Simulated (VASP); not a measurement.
# HfMg3 (Pm-3m) in VASP: single point with PBE

Aim: the single point of HfMg3 with PBE.

Everything below comes from runs of VASP 6.6.1. Logs are shortened: lines on timing, memory, paths and dates and some standing lists are left out, and cuts for length are marked.

**1. The cell of the first run**

It takes space group Pm-3m (No. 221, cubic). The conventional cell has a = 4.433 Å, b = 4.433 Å, c = 4.433 Å, α = 90.00°, β = 90.00°, γ = 90.00°. Hf (site symmetry m-3m) has 12 Mg at 3.13 Å within 4.1 Å. Within 4.1 Å of Mg (site symmetry 4/mmm) lie 4 Hf at 3.13 Å and 8 Mg at 3.13 Å.

**2. Single point, PBE**

The input, INCAR:

```
PREC     = Accurate       # precision mode
ENCUT    = 520            # plane-wave cutoff, eV
EDIFF    = 1E-7           # SCF threshold, eV
ISMEAR   = -1             # smearing method
SIGMA    = 0.05           # smearing width, eV
LREAL    = False          # projectors in reciprocal space
LASPH    = True           # aspherical terms in the spheres
NELM     = 100            # most SCF steps
ALGO     = Normal         # electronic algorithm
ISIF     = 2              # what is computed and relaxed
LWAVE    = False          # write WAVECAR
LCHARG   = True           # write CHGCAR
GGA      = PE             # functional
LELF     = True           # ELF
LVHAR    = True         
NBANDS   = 16             # bands
```

The input, KPOINTS:

```
Automatic mesh
0
Gamma
  6 6 6
```

The input, POSCAR:

```
HfMg3
1.0
    4.4333760000      0.0000000000      0.0000000000
    0.0000000000      4.4333760000      0.0000000000
    0.0000000000      0.0000000000      4.4333760000
Hf Mg
1 3
Direct
    0.0000000000      0.0000000000      0.0000000000
    0.0000000000      0.5000000000      0.5000000000
    0.5000000000      0.0000000000      0.5000000000
    0.5000000000      0.5000000000      0.0000000000
```

Potentials or basis: VASP PAW PBE potentials, release 64 (Hf_pv, Mg).

Started as:

```
cat potpaw_PBE.64/Hf_pv/POTCAR potpaw_PBE.64/Mg/POTCAR > POTCAR
mpirun -np 1 vasp_std > vasp.out
```

OUTCAR:

```text
PREC = Accurate
   ENCUT = 520
   EDIFF = 1E-7
   ISMEAR = -1
   LREAL = False
   LASPH = True
   NELM = 100
   ISIF = 2
   GGA = PE

 ion  position               nearest neighbor table
   1  0.000  0.000  0.000-   2 3.13   3 3.13   4 3.13   2 3.13   3 3.13   2 3.13   4 3.13   2 3.13
                             3 3.13   4 3.13   3 3.13   4 3.13
   2  0.000  0.500  0.500-   1 3.13   3 3.13   4 3.13   1 3.13   4 3.13   1 3.13   3 3.13   1 3.13
                             3 3.13   4 3.13   4 3.13   3 3.13
   3  0.500  0.000  0.500-   1 3.13   2 3.13   4 3.13   1 3.13   4 3.13   2 3.13   4 3.13   4 3.13
                             1 3.13   2 3.13   1 3.13   2 3.13
   4  0.500  0.500  0.000-   1 3.13   2 3.13   3 3.13   2 3.13   3 3.13   1 3.13   3 3.13   3 3.13
                             1 3.13   2 3.13   2 3.13   1 3.13

  LATTYP: Found a simple cubic cell.
 ALAT       =     4.4333760000

  Lattice vectors:

 A1 = (   4.4333760000,   0.0000000000,   0.0000000000)
 A2 = (   0.0000000000,   4.4333760000,   0.0000000000)
 A3 = (   0.0000000000,   0.0000000000,   4.4333760000)

Analysis of symmetry for initial positions (statically):
=====================================================================
 Subroutine PRICEL returns:
 Original cell was already a primitive cell.

 Routine SETGRP: Setting up the symmetry group for a
 simple cubic supercell.

 Subroutine GETGRP returns: Found 48 space group operations
[... 9 lines left out ...]

 Routine SETGRP: Setting up the symmetry group for a
 simple cubic supercell.

 Subroutine GETGRP returns: Found 48 space group operations
[... 11 lines left out ...]
                                     Primitive cell

  volume of cell :      87.1372

  direct lattice vectors                    reciprocal lattice vectors
     4.433376000  0.000000000  0.000000000     0.225561739  0.000000000  0.000000000
     0.000000000  4.433376000  0.000000000     0.000000000  0.225561739  0.000000000
     0.000000000  0.000000000  4.433376000     0.000000000  0.000000000  0.225561739

  length of vectors
     4.433376000  4.433376000  4.433376000     0.225561739  0.225561739  0.225561739

  position of ions in fractional coordinates (direct lattice)
     0.000000000  0.000000000  0.000000000
     0.000000000  0.500000000  0.500000000
     0.500000000  0.000000000  0.500000000
     0.500000000  0.500000000  0.000000000

  ion indices of the primitive-cell ions
   primitive index   ion index
                 1           1
                 2           2
                 3           3
                 4           4

----------------------------------------------------------------------------------------

 KPOINTS: Automatic mesh

Automatic generation of k-mesh.
 Grid dimensions read from file:
 generate k-points for:    6    6    6

 Generating k-lattice:

  Cartesian coordinates                     Fractional coordinates (reciprocal lattice)
     0.037593623  0.000000000  0.000000000     0.166666667  0.000000000  0.000000000
     0.000000000  0.037593623  0.000000000     0.000000000  0.166666667  0.000000000
     0.000000000  0.000000000  0.037593623     0.000000000  0.000000000  0.166666667

  Length of vectors
     0.037593623  0.037593623  0.037593623

  Shift w.r.t. Gamma in fractional coordinates (k-lattice)
     0.000000000  0.000000000  0.000000000

 Subroutine IBZKPT returns following result:
 ===========================================

 Found     20 irreducible k-points:

 Following reciprocal coordinates:
            Coordinates               Weight
  0.000000  0.000000  0.000000      1.000000
  0.166667  0.000000  0.000000      6.000000
  0.333333  0.000000  0.000000      6.000000
  0.500000  0.000000  0.000000      3.000000
  0.166667  0.166667  0.000000     12.000000
  0.333333  0.166667  0.000000     24.000000
[... 12 lines left out ...]
  0.500000  0.500000  0.333333      6.000000
  0.500000  0.500000  0.500000      1.000000
   k-points           NKPTS =     20   k-points in BZ     NKDIM =     20   number of bands    NBANDS=     16
   number of dos      NEDOS =    301   number of ions     NIONS =      4
   total plane-waves  NPLWV =  46656
   dimension x,y,z NGX =    36 NGY =   36 NGZ =   36
   dimension x,y,z NGXF=    72 NGYF=   72 NGZF=   72
   ions per type =               1   3
   NGX,Y,Z   is equivalent  to a cutoff of  13.50, 13.50, 13.50 a.u.
   NGXF,Y,Z  is equivalent  to a cutoff of  27.00, 27.00, 27.00 a.u.
 SYSTEM =  unknown system
   PREC   = accura    normal or accurate (medium, high low for compatibility)
   ISTART =      0    job   : 0-new  1-cont  2-samecut
   ICHARG =      2    charge: 1-file 2-atom 10-const
   ISPIN  =      1    spin polarized calculation?
   LNONCOLLINEAR =      F non collinear calculations
   LSORBIT =      F    spin-orbit coupling
   LASPH  =      T    aspherical Exc in radial PAW
   ENCUT  =  520.0 eV  38.22 Ry    6.18 a.u.   8.24  8.24  8.24*2*pi/ulx,y,z
   NELM   =    100;   NELMIN=  2; NELMDL= -5     # of ELM steps
   EDIFF  = 0.1E-06   stopping-criterion for ELM
   LREAL  =      F    real-space projection
   EDIFFG = 0.1E-05   stopping-criterion for IOM
   NSW    =      0    number of steps for IOM
   IBRION =     -1    ionic relax: 0-MD 1-quasi-New 2-CG
   NFREE  =      0    steps in history (QN), initial steepest desc. (CG)
   ISIF   =      2    stress and relaxation
   ISYM   =      2    0-nonsym 1-usesym 2-fastsym
   POTIM  = 0.5000    time-step for ionic-motion
   TEBEG  =    0.0;   TEEND  =   0.0 temperature during run
   PSTRESS=    0.0 pullay stress
   NELECT =      16.0000    total number of electrons
   NUPDOWN=      -1.0000    fix difference up-down
   EMIN   =  10.00;   EMAX   =-10.00  energy-range for DOS
   EFERMI =   0.00;   METHOD = LEGACY
   ISMEAR =    -1;   SIGMA  =   0.05  broadening in eV -4-tet -1-fermi 0-gaus
   EFERMI_NEDOS =   21; number of points for ismear=-14 and -15
   IALGO  =     38    algorithm
   IMIX   =      4    mixing-type and parameters
     AMIX     =   0.40;   BMIX     =  1.00
     AMIX_MAG =   1.60;   BMIX_MAG =  1.00
  volume/ion in A,a.u.               =      21.78       147.01
  Fermi-wavevector in a.u.,A,eV,Ry     =   0.930494  1.758379 11.780185  0.865819
  Thomas-Fermi vector in A             =   2.056888
   LORBIT       =      0    0 simple, 1 ext, 2 COOP (PROOUT), +10 PAW based schemes
   GGA     = PE    functional components
   LHFCALC =     F    Hartree Fock is set to
   AEXX    =    0.0000 exact exchange contribution
   IVDW    =     0    specifies the selected vdW correction
   LEPSILON=     F    determine dielectric tensor
   LRPA    =     F    only Hartree local field effects (RPA)
 non-spin polarized calculation
  energy-cutoff  :      520.00
  volume of cell :       87.14
 maximum number of plane-waves:      2364
 NGX is ok and might be reduce to    36
   NGX = 17   NGY = 17   NGZ = 17

 number of electron      16.0000000 magnetization

 Free energy of the ion-electron system (eV)
  ---------------------------------------------------
  ext. energy  EPLUGINS =         0.00000000
  ---------------------------------------------------
  free energy    TOTEN  =       -13.89368077 eV

  energy without entropy =      -13.86827933  energy(sigma->0) =      -13.88098005

 E-fermi :   3.0798     XC(G=0):  -9.3835

 val. band max:        3.0458931409   @ k =   0.5000   0.5000   0.1667
 cond. band min:       3.1499667910   @ k =   0.5000   0.3333   0.0000
 fundamental gap:      0.1040736501
 Fermi energy:         3.0798486474

 k-point     1 :       0.0000    0.0000    0.0000
  band No.  band energies     occupation
      1     -27.9485      2.00000
      2     -27.9485      2.00000
      3     -27.9485      2.00000
      4      -3.7977      2.00000
      5       1.8829      2.00000
      6       1.8829      2.00000
[... 8 lines left out ...]
     15       9.9374      0.00000
     16      10.2443      0.00000

 k-point     2 :       0.1667    0.0000    0.0000
  band No.  band energies     occupation
      1     -27.9512      2.00000
      2     -27.9483      2.00000
      3     -27.9483      2.00000
      4      -3.5602      2.00000
      5       1.2005      2.00000
      6       1.9880      2.00000
[... 8 lines left out ...]
     15      10.1167      0.00000
     16      10.1167      0.00000

 k-point     3 :       0.3333    0.0000    0.0000
  band No.  band energies     occupation
      1     -27.9566      2.00000
      2     -27.9480      2.00000
      3     -27.9480      2.00000
      4      -2.8678      2.00000
      5      -0.3047      2.00000
      6       2.2267      2.00000
[... 8 lines left out ...]
     15       9.0557      0.00000
     16       9.0614      0.00000

 k-point     4 :       0.5000    0.0000    0.0000
  band No.  band energies     occupation
      1     -27.9593      2.00000
      2     -27.9478      2.00000
      3     -27.9478      2.00000
      4      -1.9298      2.00000
      5      -1.5638      2.00000
      6       2.3653      2.00000
[... 8 lines left out ...]
     15       8.4887      0.00000
     16       8.4887      0.00000

 k-point     5 :       0.1667    0.1667    0.0000
  band No.  band energies     occupation
      1     -27.9511      2.00000
      2     -27.9509      2.00000
      3     -27.9481      2.00000
      4      -3.3248      2.00000
      5       1.3279      2.00000
      6       1.3789      2.00000
[... 8 lines left out ...]
     15       9.6237      0.00000
     16       9.6639      0.00000

 k-point     6 :       0.3333    0.1667    0.0000
  band No.  band energies     occupation
      1     -27.9564      2.00000
      2     -27.9506      2.00000
      3     -27.9478      2.00000
      4      -2.6387      2.00000
      5      -0.1314      2.00000
      6       1.7350      2.00000
[... 8 lines left out ...]
     15       8.5595      0.00000
     16       9.1075      0.00000

 k-point     7 :       0.5000    0.1667    0.0000
  band No.  band energies     occupation
      1     -27.9591      2.00000
      2     -27.9504      2.00000
      3     -27.9477      2.00000
      4      -1.6760      2.00000
      5      -1.4056      2.00000
      6       2.1932      2.00000
[... 8 lines left out ...]
     15       7.9244      0.00000
     16       9.1453      0.00000

 k-point     8 :       0.3333    0.3333    0.0000
  band No.  band energies     occupation
      1     -27.9559      2.00000
      2     -27.9557      2.00000
      3     -27.9475      2.00000
      4      -1.9763      2.00000
      5       0.1325      2.00000
      6       0.6894      2.00000
[... 8 lines left out ...]
     15       8.2630      0.00000
     16       8.9503      0.00000

 k-point     9 :       0.5000    0.3333    0.0000
  band No.  band energies     occupation
      1     -27.9585      2.00000
      2     -27.9556      2.00000
      3     -27.9473      2.00000
      4      -0.9593      2.00000
      5      -0.9508      2.00000
      6       1.1341      2.00000
[... 8 lines left out ...]
     15       7.9245      0.00000
     16       8.9810      0.00000
[... 96 lines left out ...]
 k-point    15 :       0.5000    0.3333    0.1667
  band No.  band energies     occupation
      1     -27.9582      2.00000
      2     -27.9553      2.00000
      3     -27.9498      2.00000
      4      -0.7908      2.00000
      5      -0.7053      2.00000
      6       1.2153      2.00000
[... 8 lines left out ...]
     15       8.1160      0.00000
     16       9.1340      0.00000

 k-point    16 :       0.5000    0.5000    0.1667
  band No.  band energies     occupation
      1     -27.9579      2.00000
      2     -27.9579      2.00000
      3     -27.9496      2.00000
      4      -0.3322      2.00000
      5       0.2450      2.00000
      6       0.5370      2.00000
[... 8 lines left out ...]
     15       8.2767      0.00000
     16       8.2767      0.00000

 k-point    17 :       0.3333    0.3333    0.3333
  band No.  band energies     occupation
      1     -27.9553      2.00000
      2     -27.9550      2.00000
      3     -27.9550      2.00000
      4      -1.1387      2.00000
      5       1.0281      2.00000
      6       1.0281      2.00000
[... 8 lines left out ...]
     15       8.2065      0.00000
     16       8.7492      0.00000

 k-point    18 :       0.5000    0.3333    0.3333
  band No.  band energies     occupation
      1     -27.9576      2.00000
      2     -27.9549      2.00000
      3     -27.9547      2.00000
      4      -0.3095      2.00000
      5      -0.0305      2.00000
      6       1.2161      2.00000
[... 8 lines left out ...]
     15       8.1342      0.00000
     16       8.5294      0.00000

 k-point    19 :       0.5000    0.5000    0.3333
  band No.  band energies     occupation
      1     -27.9573      2.00000
      2     -27.9573      2.00000
      3     -27.9546      2.00000
      4       0.2284      2.00000
      5       0.7371      2.00000
      6       0.7371      2.00000
[... 8 lines left out ...]
     15       8.1845      0.00000
     16       8.1845      0.00000

 k-point    20 :       0.5000    0.5000    0.5000
  band No.  band energies     occupation
      1     -27.9570      2.00000
      2     -27.9570      2.00000
      3     -27.9570      2.00000
      4       0.8726      2.00000
      5       0.8726      2.00000
      6       0.8726      2.00000
[... 8 lines left out ...]
     15       8.0851      0.00000
     16       8.0851      0.00000

------------------------ aborting loop because EDIFF is reached ----------------------------------------

  FORCE on cell =-STRESS in cart. coord.  units (eV):
  Direction    XX          YY          ZZ          XY          YZ          ZX
  --------------------------------------------------------------------------------------
  -------------------------------------------------------------------------------------
  Total       -0.0290749     -0.0290749     -0.0290749     -0.0000000     -0.0000000     -0.0000000
  in kB       -0.5345948     -0.5345948     -0.5345948     -0.0000000     -0.0000000     -0.0000000
  external PRESSURE =      -0.5345948 kB  Pullay stress =       0.0000000 kB

 VOLUME and BASIS-vectors are now :
 -----------------------------------------------------------------------------
  energy-cutoff  :      520.00
  volume of cell :       87.14
      direct lattice vectors                 reciprocal lattice vectors
     4.433376000  0.000000000  0.000000000     0.225561739  0.000000000  0.000000000
     0.000000000  4.433376000  0.000000000     0.000000000  0.225561739  0.000000000
     0.000000000  0.000000000  4.433376000     0.000000000  0.000000000  0.225561739

 POSITION                                       TOTAL-FORCE (eV/Angst)
 -----------------------------------------------------------------------------------
      0.00000      0.00000      0.00000         0.000000      0.000000      0.000000
      0.00000      2.21669      2.21669         0.000000      0.000000      0.000000
      2.21669      0.00000      2.21669         0.000000      0.000000      0.000000
      2.21669      2.21669      0.00000         0.000000      0.000000      0.000000
 -----------------------------------------------------------------------------------
    total drift:                               -0.000000     -0.000000     -0.000000

  FREE ENERGIE OF THE ION-ELECTRON SYSTEM (eV)
  ---------------------------------------------------
  free  energy   TOTEN  =       -13.8936807692 eV

  energy  without entropy=      -13.8682793289  energy(sigma->0) =      -13.88098005
```

It took 51 s on 1 thread of AMD EPYC 7R43 (Zen 3), shared host; peak memory 0.18 GiB.

What came out:

```yaml
Free_energy: -13.8937 eV
Pressure: -0.1 GPa
Band_gap_on_the_k_mesh: zero (band 8 reaches 3.68 eV, above the bottom of band 9 at 2.24 eV)
```

Caveat: spin-orbit coupling is left out, which moves the levels of the heavy elements.
